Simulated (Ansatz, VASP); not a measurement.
# CS2: VASP beside Ansatz

The input INCAR:

```
SYSTEM = CS2
PREC = Accurate
ENCUT = 1300
EDIFF = 1E-6
ISMEAR = -1
SIGMA = 0.05
LREAL = .FALSE.
LASPH = .TRUE.
NELM = 120
ALGO = Normal
ISIF = 2
LWAVE = .FALSE.
LCHARG = .FALSE.
GGA = PE
NBANDS = 25
GGA_COMPAT = .FALSE.
```

The input KPOINTS:

```
Automatic mesh
0
G
  6 6 3
  0 0 0
```

The input POSCAR:

```
CS2
1.0
    3.6457880000     -2.9943140000      0.0000000000
    3.6457880000      2.9943140000      0.0000000000
    0.0000000000      0.0000000000      9.8512570000
S C
4 2
Direct
    0.1815210000      0.8184790000      0.8868670000
    0.3184790000      0.6815210000      0.3868670000
    0.6815210000      0.3184790000      0.6131330000
    0.8184790000      0.1815210000      0.1131330000
    0.5000000000      0.5000000000      0.5000000000
    0.0000000000      0.0000000000      0.0000000000
```

input.yaml

```yaml
crystal:
  lattice:
    - [3.645788, -2.994314, 0.0]
    - [3.645788, 2.994314, 0.0]
    - [0.0, 0.0, 9.851257]
  atoms:
    - { symbol: S, position: [0.181521, 0.818479, 0.886867] }
    - { symbol: S, position: [0.318479, 0.681521, 0.386867] }
    - { symbol: S, position: [0.681521, 0.318479, 0.613133] }
    - { symbol: S, position: [0.818479, 0.181521, 0.113133] }
    - { symbol: C, position: [0.5, 0.5, 0.5] }
    - { symbol: C, position: [0.0, 0.0, 0.0] }
hamiltonian:
  xc: pbe
  pseudopotentials: { kind: paw }
kpoints:
  mp_grid: { grid: [6, 6, 3] }
scf:
  occupations: { method: fermi_dirac, width: 0.05 }
output:
  forces: true
  stress: true
  eigenvalues: true
  write_density: true
  write_potential: true
  elf: true
  volumetric_format: npy
```

Alike in both runs: task single point; functional PBE; k mesh 6 × 6 × 3; occupations fermi-dirac, width 0.05 eV; no spin polarisation.

|  | VASP | Ansatz |
| --- | --- | --- |
| version | VASP 6.6.1 | Ansatz 0.2.0 |
| potentials or method | VASP PAW PBE potentials, release 64 (S, C_h) | Ansatz PAW |
| plane-wave cutoff (eV) | 1300 | 420 |
| valence electrons in the cell | 32 | 32 |

Ansatz gave:

| Quantity | Value |
| --- | --- |
| gap on the k mesh at the Fermi level (eV) | 3.41 |
| least direct gap on the mesh (eV) | 3.41 |
| pressure (GPa) | 0.4 |
| traceless stress, the component that is largest in VASP (GPa) | -0.40 |
| rms of the force components (eV/Å) | 0.121 |

Question: What did VASP give for the same quantities?

Answer: gap on the k mesh at the Fermi level (eV): 3.43; least direct gap on the mesh (eV): 3.43; pressure (GPa): 0.0; traceless stress, the component that is largest in VASP (GPa): 0.03; rms of the force components (eV/Å): 0.010.

Atom by atom the forces differ by 0.132 eV/Å (rms over components). One of these differences is far larger than is usual between the two programs; its cause wasn't traced.

Noted on Ansatz's run: odd divisions of the mesh miss points on the zone boundary, where band edges often lie, so the gap on the mesh can be too wide.
